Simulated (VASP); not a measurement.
Wanted: the native input for a VASP 6.6.1 run.

- Task: single point
- Functional: PBEsol
- Potentials or basis: VASP PAW PBE potentials, release 64 (Ti_sv, B)
- Cutoff: 520 eV
- k mesh: 15 × 15 × 13
- Occupations: fermi-dirac, width 0.08 eV
- Spin: no spin polarisation
- Dipole correction: no
- Further INCAR settings: ALGO = Normal; EDIFF = 1e-06; NBANDS = 16

The structure of TiB2 lies in POSCAR:

```
TiB2
1.0
    3.0291982016      0.0302919820      0.0302919820
   -1.4883654748      2.6082166047      0.0110876350
    0.0322840000      0.0322840000      3.2284000000
Ti B
1 2
Direct
    0.0000000000      0.0000000000      0.0000000000
    0.3333333333      0.6666666667      0.5000000000
    0.6666666667      0.3333333333      0.5000000000
```

This cell differs from its parent crystal: equal xy, yz and zx shear strains of +2 %.

One way to write it, as run:

INCAR

```
PREC = Accurate
ENCUT = 520
EDIFF = 1E-6
ISMEAR = -1
SIGMA = 0.08
LREAL = False
LASPH = True
NELM = 100
ALGO = Normal
ISIF = 2
LWAVE = False
LCHARG = False
GGA = PS
NBANDS = 16
```

KPOINTS

```
Automatic mesh
0
Gamma
  15 15 13
```

Potentials or basis: VASP PAW PBE potentials, release 64 (Ti_sv, B).

The run is started by

```sh
$ cat potpaw_PBE.64/Ti_sv/POTCAR potpaw_PBE.64/B/POTCAR > POTCAR
$ mpirun -np 1 vasp_std > vasp.out
```

It gave:

```json
{
 "Pressure": "-4.4 GPa",
 "Largest force": "0.080 eV/Å",
 "Band gap on the k mesh": "zero (bands 9 and 10 overlap by 0.35 eV)"
}
```

Caveat: the cell differs from its parent crystal (equal xy, yz and zx shear strains of +2 %); the cell stands under tension; the PAW data sets were made with another functional, which shifts forces and pressure a little.

It took 3.2 min on 1 thread of Intel(R) Xeon(R) Platinum 8488C (Sapphire Rapids) (shared host), peak memory 0.64 GiB.
